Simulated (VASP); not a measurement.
The system is InCuO.

```xyz
3
Lattice="3.4885 0.0000 0.0000 0.0000 3.4885 0.0000 0.0000 0.0000 2.5667" Properties=species:S:1:pos:R:3 pbc="T T T"
In    1.7442    1.7442    1.2834
Cu    0.0000    0.0000    0.0000
O     0.0000    0.0000    1.2834
```

| Item | Value |
| --- | --- |
| Program | VASP 6.6.1 |
| Task | relaxation of cell and atoms |
| Functional | PBE |
| Potentials or basis | VASP PAW PBE potentials, release 64 (In_d, Cu, O) |
| Cutoff | 600 eV |
| k mesh | 6 × 6 × 6 |
| Occupations | gaussian, width 0.1 eV |
| Spin | collinear spin, ferromagnetic start |
| Starting moments | [0.0, 1.0, 0.0] μB |

At the start: pressure 256.8 GPa; volume 10.41 Å³/atom.

Q: How do energy, volume and symmetry change on relaxing?

A: Over 12 steps the energy falls by 5529.6 meV/atom and the volume is 17.54 Å³/atom (+68.4 %); space group P4/mmm (No. 123, to 0.05 Å); moment 0.00 μB per cell.

The path:
| step | energy change (eV) | largest force (eV/Å) | pressure (GPa) | volume (Å³) |
| --- | --- | --- | --- | --- |
| 1 | 0.0000 | 0.0000 | 256.76 | 31.24 |
| 2 | 47.7962 | 0.0000 | -131.83 | 138.91 |
| 3 | -9.4002 | 0.0000 | -42.56 | 77.00 |
| 4 | -14.5897 | 0.0000 | -23.09 | 62.41 |
| 5 | -16.1955 | 0.0000 | -10.28 | 53.98 |
| 6 | -16.5367 | 0.0000 | 2.76 | 48.71 |
| 7 | -16.5370 | 0.0000 | 1.61 | 49.09 |
| 8 | -16.5640 | 0.0000 | 0.27 | 50.42 |
| 9 | -16.5810 | 0.0000 | -1.95 | 53.61 |
| 10 | -16.5824 | 0.0000 | -1.52 | 52.91 |
| 11 | -16.5763 | 0.0000 | 2.13 | 52.19 |
| 12 | -16.5887 | 0.0000 | -0.01 | 52.61 |

Final structure:
```
CELL_PARAMETERS angstrom
3.82529 0.00000 0.00000
0.00000 3.82529 0.00000
0.00000 0.00000 3.59562
ATOMIC_POSITIONS crystal
In 0.50000 0.50000 0.50000
Cu 0.00000 0.00000 0.00000
O 0.00000 0.00000 0.50000
```

Caveat: the k points lie up to 0.29 Å⁻¹ apart in the final cell; the volume moved by over 15 % at a fixed basis, so the end points are rough.
